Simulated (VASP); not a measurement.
# CdS (CsCl type) (Pm-3m) in VASP: further runs

The runs below take CdS (CsCl type) through single point, relaxation of cell and atoms, with PBE.

Everything below comes from runs of VASP 6.6.1. Logs are shortened: lines on timing, memory, paths and dates and some standing lists are left out, and cuts for length are marked.

## Step 1: The cell of the first run

It takes space group Pm-3m (No. 221, cubic). Conventional cell: a = 3.242 Å, b = 3.242 Å, c = 3.242 Å, α = 90.00°, β = 90.00°, γ = 90.00°. Within 3.7 Å of Cd (site symmetry m-3m) lie 8 S at 2.81 Å and 6 Cd at 3.24 Å. S (site symmetry m-3m) has 8 Cd at 2.81 Å and 6 S at 3.24 Å within 3.7 Å.

## Step 2: Single point, PBE

The input, INCAR:

```
SYSTEM = CdS
  ALGO = Normal
  EDIFF = 1E-6
  ENCUT = 520
  GGA = PE
  ISIF = 2
  ISMEAR = -1
  LASPH = .TRUE.
  LCHARG = .TRUE.
  LELF = .TRUE.
  LREAL = .FALSE.
  LVHAR = .TRUE.
  LWAVE = .FALSE.
  NBANDS = 16
  NELM = 80
  PREC = Accurate
  SIGMA = 0.1
```

The input, KPOINTS:

```
k-points
0
G
  13 13 13
  0 0 0
```

The input, POSCAR:

```
CdS
1.0
    3.2423272453      0.0000000000      0.0000000000
    0.0000000000      3.2423272453      0.0000000000
    0.0000000000      0.0000000000      3.2423272453
Cd S
1 1
Direct
    0.0000000000      0.0000000000      0.0000000000
    0.5000000000      0.5000000000      0.5000000000
```

Potentials or basis: VASP PAW PBE potentials, release 64 (Cd, S).

The run is started by

```
> cat potpaw_PBE.64/Cd/POTCAR potpaw_PBE.64/S/POTCAR > POTCAR
> mpirun -np 1 vasp_std > vasp.out
```

OUTCAR:

```text
SYSTEM = CdS
   EDIFF = 1E-6
   ENCUT = 520
   GGA = PE
   ISIF = 2
   ISMEAR = -1
   LASPH = .TRUE.
   LREAL = .FALSE.
   NELM = 80
   PREC = Accurate

 ion  position               nearest neighbor table
   1  0.000  0.000  0.000-   2 2.81   2 2.81   2 2.81   2 2.81   2 2.81   2 2.81   2 2.81   2 2.81

   2  0.500  0.500  0.500-   1 2.81   1 2.81   1 2.81   1 2.81   1 2.81   1 2.81   1 2.81   1 2.81

  LATTYP: Found a simple cubic cell.
 ALAT       =     3.2423272453

  Lattice vectors:

 A1 = (   3.2423272453,   0.0000000000,   0.0000000000)
 A2 = (   0.0000000000,   3.2423272453,   0.0000000000)
 A3 = (   0.0000000000,   0.0000000000,   3.2423272453)

Analysis of symmetry for initial positions (statically):
=====================================================================
 Subroutine PRICEL returns:
 Original cell was already a primitive cell.

 Routine SETGRP: Setting up the symmetry group for a
 simple cubic supercell.

 Subroutine GETGRP returns: Found 48 space group operations
[... 9 lines left out ...]

 Routine SETGRP: Setting up the symmetry group for a
 simple cubic supercell.

 Subroutine GETGRP returns: Found 48 space group operations
[... 11 lines left out ...]
                                     Primitive cell

  volume of cell :      34.0856

  direct lattice vectors                    reciprocal lattice vectors
     3.242327245  0.000000000  0.000000000     0.308420441  0.000000000  0.000000000
     0.000000000  3.242327245  0.000000000     0.000000000  0.308420441  0.000000000
     0.000000000  0.000000000  3.242327245     0.000000000  0.000000000  0.308420441

  length of vectors
     3.242327245  3.242327245  3.242327245     0.308420441  0.308420441  0.308420441

  position of ions in fractional coordinates (direct lattice)
[... 8 lines left out ...]
----------------------------------------------------------------------------------------

 KPOINTS: k-points

Automatic generation of k-mesh.
 Grid dimensions read from file:
 generate k-points for:   13   13   13

 Generating k-lattice:

  Cartesian coordinates                     Fractional coordinates (reciprocal lattice)
     0.023724649  0.000000000  0.000000000     0.076923077  0.000000000  0.000000000
     0.000000000  0.023724649  0.000000000     0.000000000  0.076923077  0.000000000
     0.000000000  0.000000000  0.023724649     0.000000000  0.000000000  0.076923077

  Length of vectors
     0.023724649  0.023724649  0.023724649

  Shift w.r.t. Gamma in fractional coordinates (k-lattice)
     0.000000000  0.000000000  0.000000000

 Subroutine IBZKPT returns following result:
 ===========================================

 Found     84 irreducible k-points:

 Following reciprocal coordinates:
            Coordinates               Weight
  0.000000  0.000000  0.000000      1.000000
  0.076923  0.000000  0.000000      6.000000
  0.153846  0.000000  0.000000      6.000000
  0.230769  0.000000  0.000000      6.000000
  0.307692  0.000000  0.000000      6.000000
  0.384615  0.000000  0.000000      6.000000
[... 16 lines left out ...]
  0.307692  0.307692  0.000000     12.000000
  0.384615  0.307692  0.000000     24.000000
 [... further k-points ...]
   k-points           NKPTS =     84   k-points in BZ     NKDIM =     84   number of bands    NBANDS=     16
   number of dos      NEDOS =    301   number of ions     NIONS =      2
   total plane-waves  NPLWV =  13824
   dimension x,y,z NGX =    24 NGY =   24 NGZ =   24
   dimension x,y,z NGXF=    48 NGYF=   48 NGZF=   48
   ions per type =               1   1
   NGX,Y,Z   is equivalent  to a cutoff of  12.31, 12.31, 12.31 a.u.
   NGXF,Y,Z  is equivalent  to a cutoff of  24.61, 24.61, 24.61 a.u.
 SYSTEM =  CdS
   PREC   = accura    normal or accurate (medium, high low for compatibility)
   ISTART =      0    job   : 0-new  1-cont  2-samecut
   ICHARG =      2    charge: 1-file 2-atom 10-const
   ISPIN  =      1    spin polarized calculation?
   LNONCOLLINEAR =      F non collinear calculations
   LSORBIT =      F    spin-orbit coupling
   LASPH  =      T    aspherical Exc in radial PAW
   ENCUT  =  520.0 eV  38.22 Ry    6.18 a.u.   6.03  6.03  6.03*2*pi/ulx,y,z
   NELM   =     80;   NELMIN=  2; NELMDL= -5     # of ELM steps
   EDIFF  = 0.1E-05   stopping-criterion for ELM
   LREAL  =      F    real-space projection
   EDIFFG = 0.1E-04   stopping-criterion for IOM
   NSW    =      0    number of steps for IOM
   IBRION =     -1    ionic relax: 0-MD 1-quasi-New 2-CG
   NFREE  =      0    steps in history (QN), initial steepest desc. (CG)
   ISIF   =      2    stress and relaxation
   ISYM   =      2    0-nonsym 1-usesym 2-fastsym
   POTIM  = 0.5000    time-step for ionic-motion
   TEBEG  =    0.0;   TEEND  =   0.0 temperature during run
   PSTRESS=    0.0 pullay stress
   NELECT =      18.0000    total number of electrons
   NUPDOWN=      -1.0000    fix difference up-down
   EMIN   =  10.00;   EMAX   =-10.00  energy-range for DOS
   EFERMI =   0.00;   METHOD = LEGACY
   ISMEAR =    -1;   SIGMA  =   0.10  broadening in eV -4-tet -1-fermi 0-gaus
   EFERMI_NEDOS =   21; number of points for ismear=-14 and -15
   IALGO  =     38    algorithm
   IMIX   =      4    mixing-type and parameters
     AMIX     =   0.40;   BMIX     =  1.00
     AMIX_MAG =   1.60;   BMIX_MAG =  1.00
  volume/ion in A,a.u.               =      17.04       115.01
  Fermi-wavevector in a.u.,A,eV,Ry     =   1.323251  2.500581 23.823700  1.750993
  Thomas-Fermi vector in A             =   2.452872
   LORBIT       =      0    0 simple, 1 ext, 2 COOP (PROOUT), +10 PAW based schemes
   GGA     = PE    functional components
   LHFCALC =     F    Hartree Fock is set to
   AEXX    =    0.0000 exact exchange contribution
   IVDW    =     0    specifies the selected vdW correction
   LEPSILON=     F    determine dielectric tensor
   LRPA    =     F    only Hartree local field effects (RPA)
 non-spin polarized calculation
  energy-cutoff  :      520.00
  volume of cell :       34.09
 maximum number of plane-waves:       935
   NGX = 13   NGY = 13   NGZ = 13

 number of electron      17.9999988 magnetization

 Free energy of the ion-electron system (eV)
  ---------------------------------------------------
  ext. energy  EPLUGINS =         0.00000000
  ---------------------------------------------------
  free energy    TOTEN  =        -4.64252062 eV

  energy without entropy =       -4.60761691  energy(sigma->0) =       -4.62506877

 E-fermi :   5.3850     XC(G=0): -11.4867

 val. band max:        5.3728534637   @ k =   0.3846   0.3077   0.0000
 cond. band min:       5.4073535712   @ k =   0.3846   0.3846   0.0000
 fundamental gap:      0.0345001075
 Fermi energy:         5.3849859957

 k-point     1 :       0.0000    0.0000    0.0000
  band No.  band energies     occupation
      1      -9.0914      2.00000
      2      -3.7522      2.00000
      3      -3.7522      2.00000
      4      -2.9270      2.00000
      5      -2.9270      2.00000
      6      -2.9270      2.00000
[... 8 lines left out ...]
     15      18.5204      0.00000
     16      20.4047      0.00000

 k-point     2 :       0.0769    0.0000    0.0000
  band No.  band energies     occupation
      1      -9.0312      2.00000
      2      -3.7461      2.00000
      3      -3.7289      2.00000
      4      -2.9527      2.00000
      5      -2.9527      2.00000
      6      -2.9247      2.00000
[... 8 lines left out ...]
     15      18.1762      0.00000
     16      20.3929      0.00000

 k-point     3 :       0.1538    0.0000    0.0000
  band No.  band energies     occupation
      1      -8.8556      2.00000
      2      -3.7293      2.00000
      3      -3.6700      2.00000
      4      -3.0221      2.00000
      5      -3.0221      2.00000
      6      -2.9184      2.00000
[... 8 lines left out ...]
     15      17.5094      0.00000
     16      20.3600      0.00000

 k-point     4 :       0.2308    0.0000    0.0000
  band No.  band energies     occupation
      1      -8.5818      2.00000
      2      -3.7054      2.00000
      3      -3.6094      2.00000
      4      -3.1161      2.00000
      5      -3.1161      2.00000
      6      -2.9093      2.00000
[... 8 lines left out ...]
     15      17.4076      0.00000
     16      20.3133      0.00000

 k-point     5 :       0.3077    0.0000    0.0000
  band No.  band energies     occupation
      1      -8.2453      2.00000
      2      -3.6799      2.00000
      3      -3.6000      2.00000
      4      -3.2115      2.00000
      5      -3.2115      2.00000
      6      -2.8998      2.00000
[... 8 lines left out ...]
     15      18.5240      0.00000
     16      19.5722      0.00000

 k-point     6 :       0.3846    0.0000    0.0000
  band No.  band energies     occupation
      1      -7.9131      2.00000
      2      -3.6785      2.00000
      3      -3.6586      2.00000
      4      -3.2876      2.00000
      5      -3.2876      2.00000
      6      -2.8918      2.00000
[... 8 lines left out ...]
     15      18.8840      0.00000
     16      20.2211      0.00000

 k-point     7 :       0.4615    0.0000    0.0000
  band No.  band energies     occupation
      1      -7.6931      2.00000
      2      -3.7841      2.00000
      3      -3.6465      2.00000
      4      -3.3294      2.00000
      5      -3.3294      2.00000
      6      -2.8873      2.00000
[... 8 lines left out ...]
     15      18.5269      0.00000
     16      20.1973      0.00000

 k-point     8 :       0.0769    0.0769    0.0000
  band No.  band energies     occupation
      1      -8.9719      2.00000
      2      -3.7319      2.00000
      3      -3.7127      2.00000
      4      -2.9779      2.00000
      5      -2.9586      2.00000
      6      -2.9411      2.00000
[... 8 lines left out ...]
     15      18.3978      0.00000
     16      19.9074      0.00000

 k-point     9 :       0.1538    0.0769    0.0000
  band No.  band energies     occupation
      1      -8.7993      2.00000
      2      -3.7123      2.00000
      3      -3.6539      2.00000
      4      -3.0452      2.00000
      5      -3.0208      2.00000
      6      -2.9392      2.00000
[... 8 lines left out ...]
     15      17.9870      0.00000
     16      19.6899      0.00000
[... 172 lines left out ...]
 k-point    19 :       0.2308    0.2308    0.0000
  band No.  band energies     occupation
      1      -8.1610      2.00000
      2      -3.6485      2.00000
      3      -3.4026      2.00000
      4      -3.2018      2.00000
      5      -3.1084      2.00000
      6      -3.0354      2.00000
[... 8 lines left out ...]
     15      18.1018      0.00000
     16      18.1847      0.00000

 k-point    20 :       0.3077    0.2308    0.0000
  band No.  band energies     occupation
      1      -7.8982      2.00000
      2      -3.6368      2.00000
      3      -3.3202      2.00000
      4      -3.1795      2.00000
      5      -3.1653      2.00000
      6      -3.0385      2.00000
[... 8 lines left out ...]
     15      18.0332      0.00000
     16      18.7076      0.00000

 k-point    21 :       0.3846    0.2308    0.0000
  band No.  band energies     occupation
      1      -7.6539      2.00000
      2      -3.6195      2.00000
      3      -3.2927      2.00000
      4      -3.2258      2.00000
      5      -3.1163      2.00000
      6      -3.0258      2.00000
[... 8 lines left out ...]
     15      18.1561      0.00000
     16      19.9682      0.00000

 k-point    22 :       0.4615    0.2308    0.0000
  band No.  band energies     occupation
      1      -7.5024      2.00000
      2      -3.6008      2.00000
      3      -3.2707      2.00000
      4      -3.2607      2.00000
      5      -3.0919      2.00000
      6      -3.0172      2.00000
[... 8 lines left out ...]
     15      18.3057      0.00000
     16      20.9133      0.00000

 k-point    23 :       0.3077    0.3077    0.0000
  band No.  band energies     occupation
      1      -7.6913      2.00000
      2      -3.6121      2.00000
      3      -3.1565      2.00000
      4      -3.1498      2.00000
      5      -3.1284      2.00000
      6      -3.0941      2.00000
[... 8 lines left out ...]
     15      17.5621      0.00000
     16      19.0761      0.00000

 k-point    24 :       0.3846    0.3077    0.0000
  band No.  band energies     occupation
      1      -7.5076      2.00000
      2      -3.5749      2.00000
      3      -3.1928      2.00000
      4      -3.0949      2.00000
      5      -3.0696      2.00000
      6      -2.9860      2.00000
[... 8 lines left out ...]
     15      17.5012      0.00000
     16      20.0213      0.00000

 [... further k-points ...]
[... 5 lines left out ...]
  --------------------------------------------------------------------------------------
  -------------------------------------------------------------------------------------
  Total        3.3306355      3.3306355      3.3306355     -0.0000000      0.0000000      0.0000000
  in kB      156.5550750    156.5550750    156.5550750     -0.0000000      0.0000000      0.0000000
  external PRESSURE =     156.5550750 kB  Pullay stress =       0.0000000 kB

 VOLUME and BASIS-vectors are now :
 -----------------------------------------------------------------------------
  energy-cutoff  :      520.00
  volume of cell :       34.09
      direct lattice vectors                 reciprocal lattice vectors
     3.242327245  0.000000000  0.000000000     0.308420441  0.000000000  0.000000000
     0.000000000  3.242327245  0.000000000     0.000000000  0.308420441  0.000000000
     0.000000000  0.000000000  3.242327245     0.000000000  0.000000000  0.308420441

 POSITION                                       TOTAL-FORCE (eV/Angst)
 -----------------------------------------------------------------------------------
      0.00000      0.00000      0.00000         0.000000      0.000000      0.000000
      1.62116      1.62116      1.62116         0.000000      0.000000      0.000000
 -----------------------------------------------------------------------------------
    total drift:                               -0.000000      0.000000     -0.000000

  FREE ENERGIE OF THE ION-ELECTRON SYSTEM (eV)
  ---------------------------------------------------
  free  energy   TOTEN  =        -4.6425206218 eV

  energy  without entropy=       -4.6076169148  energy(sigma->0) =       -4.62506877
```

It took 25 s on 1 thread of AMD EPYC 7R43 (Zen 3), shared host; peak memory 0.13 GiB.

Results:

```yaml
Free_energy: -4.6425 eV
Pressure: 15.7 GPa
Band_gap_on_the_k_mesh: zero (band 9 reaches 5.46 eV, above the bottom of band 10 at 4.77 eV)
```

## Step 3: Relaxation of cell and atoms, PBE, target pressure 15 GPa, at which the enthalpy is minimised

This run uses another cell than the first one, of 16.90 Å³/atom, 0.992 times its volume.

The input, INCAR:

```
  PREC = Accurate
  ENCUT = 600
  EDIFF = 1E-6
  ISMEAR = -1
  SIGMA = 0.1
  LREAL = F
  LASPH = T
  NELM = 60
  ALGO = Normal
  ISIF = 3
  LWAVE = F
  LCHARG = F
  GGA = PE
  IBRION = 2
  NSW = 60
  EDIFFG = -0.005
  PSTRESS = 150.0
```

The input, KPOINTS:

```
Automatic mesh
0
Gamma
  13 13 13
```

The input, POSCAR:

```
CdS
1.0
    3.2334901166      0.0000000000      0.0000000000
    0.0000000000      3.2334901166      0.0000000000
    0.0000000000      0.0000000000      3.2334901166
Cd S
1 1
Direct
    0.0000000000      0.0000000000      0.0000000000
    0.5000000000      0.5000000000      0.5000000000
```

Potentials or basis: VASP PAW PBE potentials, release 64 (Cd, S).

The run is started by

```
> cat potpaw_PBE.64/Cd/POTCAR potpaw_PBE.64/S/POTCAR > POTCAR
> mpirun -np 1 vasp_std > vasp.out
```

It took 61 s on 1 thread of AMD EPYC 7R43 (Zen 3), shared host; peak memory 0.16 GiB.

Results (log left out):

```
Free energy                                            : -4.6571 eV
Relaxed volume                                         : 17.12 Å³/atom
Relaxed cell                                           : a = 3.247 Å, b = 3.247 Å, c = 3.247 Å, α = 90.00°, β = 90.00°, γ = 90.00°
Space group after relaxing (to 0.05 Å)                 : Pm-3m (No. 221)
Energy change on relaxing (the enthalpy is what falls) : -21.3 meV/atom
Ionic steps                                            : 3
Pressure after relaxing                                : 15.0 GPa
Band gap on the k mesh                                 : zero (band 9 reaches 5.40 eV, above the bottom of band 10 at 4.72 eV)
```

Step by step:
```tsv
step	energy change (eV)	largest force (eV/Å)	pressure (GPa)	volume (Å³)
1	0.0000	0.0000	16.75	33.81
2	-0.0848	0.0000	13.15	34.72
3	-0.0426	0.0000	14.99	34.24
```

Final structure:
```yaml
crystal:
  lattice:
    - [3.24715, 0.00000, 0.00000]
    - [0.00000, 3.24715, 0.00000]
    - [0.00000, 0.00000, 3.24715]
  atoms:
    - { symbol: Cd, position: [0.00000, 0.00000, 0.00000] }
    - { symbol: S, position: [0.50000, 0.50000, 0.50000] }
```

Levels at points of the mesh, in eV from the Fermi level:
```
           k point  band 7  band 8  band 9  band 10  band 11  band 12
(0.00, 0.00, 0.00)   -1.48   -1.48   -1.48    -0.37     6.52     6.52
```

Caveat: the cell is relaxed towards a set pressure, so the enthalpy falls and the energy may rise.

## Step 4: Relaxation of cell and atoms, PBE, target pressure 15 GPa, at which the enthalpy is minimised

The input, INCAR:

```
  ALGO = Normal
  EDIFF = 1E-6
  EDIFFG = -0.005
  ENCUT = 600
  GGA = PE
  IBRION = 2
  ISIF = 3
  ISMEAR = -1
  LASPH = True
  LCHARG = False
  LREAL = False
  LWAVE = False
  NELM = 100
  NSW = 32
  PREC = Accurate
  PSTRESS = 150.0
  SIGMA = 0.1
```

The input, KPOINTS:

```
k-points
0
Gamma
  13 13 13
```

The input, POSCAR:

```
CdS
1.0
    3.2423272453      0.0000000000      0.0000000000
    0.0000000000      3.2423272453      0.0000000000
    0.0000000000      0.0000000000      3.2423272453
Cd S
1 1
Direct
    0.0000000000      0.0000000000      0.0000000000
    0.5000000000      0.5000000000      0.5000000000
```

The run is started by

```
> cat potpaw_PBE.64/Cd/POTCAR potpaw_PBE.64/S/POTCAR > POTCAR
> mpirun -np 1 vasp_std > vasp.out
```

It took 62 s on 1 thread of AMD EPYC 7R43 (Zen 3), shared host; peak memory 0.16 GiB.

The run converged. Its results:

| Item | Value |
| --- | --- |
| Free energy | -4.6567 eV |
| Relaxed volume | 17.12 Å³/atom |
| Relaxed cell | a = 3.247 Å, b = 3.247 Å, c = 3.247 Å, α = 90.00°, β = 90.00°, γ = 90.00° |
| Space group after relaxing (to 0.05 Å) | Pm-3m (No. 221) |
| Energy change on relaxing (the enthalpy is what falls) | -7.0 meV/atom |
| Ionic steps | 3 |
| Pressure after relaxing | 15.0 GPa |
| Band gap on the k mesh | zero (band 9 reaches 5.41 eV, above the bottom of band 10 at 4.72 eV) |

Step by step:
| step | energy change (eV) | largest force (eV/Å) | pressure (GPa) | volume (Å³) |
| --- | --- | --- | --- | --- |
| 1 | 0.0000 | 0.0000 | 15.60 | 34.09 |
| 2 | -0.0297 | 0.0000 | 14.39 | 34.40 |
| 3 | -0.0140 | 0.0000 | 14.99 | 34.23 |

Final structure:
```cif
data_structure
_symmetry_space_group_name_H-M 'P 1'
_symmetry_Int_Tables_number 1
_cell_length_a 3.2470
_cell_length_b 3.2470
_cell_length_c 3.2470
_cell_angle_alpha 90.000
_cell_angle_beta 90.000
_cell_angle_gamma 90.000
_cell_volume 34.23
loop_
_atom_site_label
_atom_site_type_symbol
_atom_site_fract_x
_atom_site_fract_y
_atom_site_fract_z
_atom_site_occupancy
Cd1 Cd 0.00000 0.00000 0.00000 1
S1 S 0.50000 0.50000 0.50000 1
```

Levels at points of the mesh, in eV from the Fermi level:
```tsv
k point	band 7	band 8	band 9	band 10	band 11	band 12
(0.00, 0.00, 0.00)	-1.48	-1.48	-1.48	-0.36	6.52	6.52
```

Caveat: the cell is relaxed towards a set pressure, so the enthalpy falls and the energy may rise.

## Step 5: Summary

```csv
task,cell,cutoff (eV),gap on the mesh (eV),pressure (GPa)
single point,"a = 3.242 Å, 2 atoms",520,none,15.7
relaxation of cell and atoms,"relaxed to 15 GPa from a = 3.233 Å, 2 atoms",600,none,15.0
relaxation of cell and atoms,"relaxed to 15 GPa from a = 3.242 Å, 2 atoms",600,none,15.0
```

Alike in all rows: level PBE; potentials or basis VASP PAW PBE potentials, release 64 (Cd, S); no spin polarisation; k mesh 13 × 13 × 13; smearing fermi-dirac 0.1 eV.

Caveats: the cell is relaxed towards a set pressure, so the enthalpy falls and the energy may rise (some runs).

Absolute energies hang on the potentials; compare differences alone.
